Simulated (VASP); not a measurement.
Write the native input for VASP 6.6.1 that does the following.

```
Task                   : single point
Functional             : PBEsol
Potentials or basis    : VASP PAW PBE potentials, release 64 (W_sv, S)
Cutoff                 : 500 eV
k mesh                 : 12 × 12 × 2
Occupations            : gaussian, width 0.05 eV
Spin                   : no spin polarisation
Dipole correction      : no
Further INCAR settings : ALGO = Normal; EDIFF = 1e-06; NBANDS = 35
```

The structure of WS2 lies in POSCAR:

```
WS2
1.0
    2.9887617869      0.0000000000      0.0000000000
   -1.4943808934      2.5883436334      0.0000000000
    0.0000000000      0.0000000000     22.3924157133
W S
2 4
Direct
    0.3333333333      0.6666666667      0.6345659624
    0.6666666667      0.3333333333      0.3654340376
    0.3333333333      0.6666666667      0.2989660749
    0.6666666667      0.3333333333      0.5680485953
    0.3333333333      0.6666666667      0.4319514047
    0.6666666667      0.3333333333      0.7010339251
```

The input as run:

INCAR

```
PREC = Accurate ; ENCUT = 500
EDIFF = 1E-6 ; ISMEAR = 0
SIGMA = 0.05 ; LREAL = False
LASPH = True ; NELM = 120
ALGO = Normal ; ISIF = 2
LWAVE = False ; LCHARG = True
GGA = PS ; LELF = True
LVHAR = True ; NBANDS = 35
GGA_COMPAT = False
```

KPOINTS

```
Automatic mesh
0
Gamma
  12 12 2
```

Potentials or basis: VASP PAW PBE potentials, release 64 (W_sv, S).

Run with:

```console
$ cat potpaw_PBE.64/W_sv/POTCAR potpaw_PBE.64/S/POTCAR > POTCAR
$ mpirun -np 1 vasp_std > vasp.out
```

It gave:

| Quantity | Value |
| --- | --- |
| Largest force | 3.572 eV/Å |
| Band gap on the k mesh | 1.58 eV (least direct gap 2.30 eV) |

Caveat: there is no dipole correction, which matters where the two faces differ; the PAW data sets were made with another functional, which shifts forces and pressure a little; spin-orbit coupling is left out, which moves the levels of the heavy elements.

It took 7.7 min on 1 thread of Oxide Virtual Turin-like Processor (shared host), peak memory 0.37 GiB.
